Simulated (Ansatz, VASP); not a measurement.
HPbNO4 in VASP and in Ansatz

File INCAR:

```
PREC = Accurate
ENCUT = 520
EDIFF = 1E-6
ISMEAR = -1
SIGMA = 0.05
LREAL = F
LASPH = T
NELM = 80
ALGO = Normal
ISIF = 2
LWAVE = F
LCHARG = T
GGA = PE
LELF = T
LVHAR = T
NBANDS = 31
```

KPOINTS

```
Automatic mesh
0
Gamma
  5 4 4
```

Contents of POSCAR:

```
HPbNO4
1.0
    3.8049410422      0.0017559430     -0.0360856151
    0.1711847125      4.2757803866     -0.0162474051
    0.7477850955      0.8273944212      5.7971964801
H Pb N O
1 1 1 4
Direct
    0.6151100000      0.8955900000      0.1984400000
    0.6459700000      0.4465100000      0.9168500000
    0.7147400000      0.2381000000      0.5005800000
    0.1695800000      0.4700700000      0.7776800000
    0.6291900000      0.9704500000      0.4984500000
    0.5642400000      0.9258300000      0.0384900000
    0.7802200000      0.4225000000      0.3195100000
```

The input input.yaml:

```yaml
crystal:
  lattice:
    - [3.8049410422, 0.001755943, -0.0360856151]
    - [0.1711847125, 4.2757803866, -0.0162474051]
    - [0.7477850955, 0.8273944212, 5.7971964801]
  atoms:
    - { symbol: H, position: [0.61511, 0.89559, 0.19844] }
    - { symbol: Pb, position: [0.64597, 0.44651, 0.91685] }
    - { symbol: "N", position: [0.71474, 0.2381, 0.50058] }
    - { symbol: O, position: [0.16958, 0.47007, 0.77768] }
    - { symbol: O, position: [0.62919, 0.97045, 0.49845] }
    - { symbol: O, position: [0.56424, 0.92583, 0.03849] }
    - { symbol: O, position: [0.78022, 0.4225, 0.31951] }
kpoints:
  mp_grid: { grid: [5, 4, 4] }
scf:
  occupations: { method: fermi_dirac, width: 0.05 }
hamiltonian:
  xc: pbe
  pseudopotentials: { kind: all_electron, lapw: { basis_error: 0.003 } }
output:
  forces: true
  stress: true
  eigenvalues: true
```

Change from the starting cell: volume scaled by 0.96.

Alike in both runs: task single point; functional PBE; k mesh 5 × 4 × 4; occupations fermi-dirac, width 0.05 eV; no spin polarisation.

|  | VASP | Ansatz |
| --- | --- | --- |
| version | VASP 6.6.1 | Ansatz 0.2.0 |
| potentials or method | VASP PAW PBE potentials, release 64 (H, Pb_d, N, O), cutoff 520 eV | all-electron LAPW, scalar-relativistic |

VASP gave:

- gap on the k mesh at the Fermi level (eV): 0.31
- least direct gap on the mesh (eV): 0.50
- pressure (GPa): 4.9
- traceless stress, the component that is largest in VASP (GPa): 1.81
- rms of the force components (eV/Å): 0.691

Task: Which values does Ansatz return?

Result: gap on the k mesh at the Fermi level (eV): 0.30; least direct gap on the mesh (eV): 0.49; pressure (GPa): 4.1; traceless stress, the component that is largest in VASP (GPa): 1.10; rms of the force components (eV/Å): 0.450.

Atom by atom the forces differ by 0.247 eV/Å (rms over components). Ansatz ran all-electron here, and VASP with PAW potentials.

Neither program's run includes spin-orbit coupling. Noted on VASP's run: the standard files for N, O and F lose accuracy on very short bonds.
